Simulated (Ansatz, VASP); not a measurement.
**Na in VASP and in Ansatz**

File INCAR:

```
SYSTEM = Na
PREC = Accurate
ENCUT = 520
EDIFF = 1E-6
ISMEAR = -1
SIGMA = 0.1
LREAL = .FALSE.
LASPH = .TRUE.
NELM = 80
ALGO = Normal
ISIF = 2
LWAVE = .FALSE.
LCHARG = .FALSE.
GGA = RE
NBANDS = 14
```

KPOINTS

```
regular mesh
0
G
  8 8 8
  0 0 0
```

Contents of POSCAR:

```
Na
1.0
    0.0000000000      4.0248629830      4.0248629830
    4.0248629830      0.0000000000      4.0248629830
    4.0248629830      4.0248629830      0.0000000000
Na
2
Direct
    0.1250000000      0.1250000000      0.1250000000
    0.8750000000      0.8750000000      0.8750000000
```

Input for Ansatz:

```yaml
crystal:
  lattice:
    - [0.0, 4.024862983, 4.024862983]
    - [4.024862983, 0.0, 4.024862983]
    - [4.024862983, 4.024862983, 0.0]
  atoms:
    - { symbol: Na, position: [0.125, 0.125, 0.125] }
    - { symbol: Na, position: [0.875, 0.875, 0.875] }
hamiltonian:
  xc: revpbe
  pseudopotentials:
    kind: paw
    azcp:
      Na: "pseudopotentials/Na.paw.azcp"
basis:
  ecutwfc: 420
  fft_grid_basis: typed
kpoints:
  mp_grid: { grid: [8, 8, 8], shift: [0, 0, 0] }
magnetization:
  spin_polarized: false
scf:
  occupations: { method: fermi_dirac, width: 0.1 }
  lower_state_search: "off"
output:
  stress: true
```

Alike in both runs: task single point; functional revPBE; k mesh 8 × 8 × 8; occupations fermi-dirac, width 0.1 eV; no spin polarisation.

```csv
,VASP,Ansatz
version,VASP 6.6.1,Ansatz 0.2.0
potentials or method,"VASP PAW PBE potentials, release 64 (Na_pv), cutoff 520 eV","plane waves (420 eV) with PAW, scalar-relativistic"
valence electrons in the cell,14,18
```

```tsv
	VASP	Ansatz	Ansatz less VASP
pressure (GPa)	-0.2	-0.2	+0.01
```

VASP's potentials were made for PBE, not for revPBE. The functional is the same, so the differences come from potentials, cutoffs and numerics. VASP's potentials hold 14 valence electrons a cell and Ansatz's 18, so a difference there can come from the potentials and not from the codes.
